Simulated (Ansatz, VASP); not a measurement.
Two plane-wave programs on AlP

```
CELL_PARAMETERS angstrom
0.00000 2.73500 2.73500
2.73500 0.00000 2.73500
2.73500 2.73500 0.00000
ATOMIC_POSITIONS crystal
Al 0.00000 0.00000 0.00000
P 0.25000 0.25000 0.25000
```

Alike in both runs: task relaxation of cell and atoms; functional PBE; dispersion D4; k mesh 8 × 8 × 8; occupations gaussian, width 0.02 eV; no spin polarisation.

|  | VASP | Ansatz |
| --- | --- | --- |
| version | VASP 6.6.1 | Ansatz 0.2.0 |
| potentials or method | VASP PAW PBE potentials, release 64 (Al, P), cutoff 500 eV | scalar-relativistic, plane waves, PAW |
| valence electrons in the cell | 8 | 8 |

|  | VASP | Ansatz | Ansatz less VASP |
| --- | --- | --- | --- |
| gap on the k mesh at the Fermi level, each at its own relaxed structure (eV) | 1.57 | 1.57 | +0.004 |
| relaxed volume (Å³/atom) | 20.23 | 20.25 | +0.019 |
| relaxed cell length with the largest relative difference (Å) | 3.854 | 3.855 | +0.0012 |
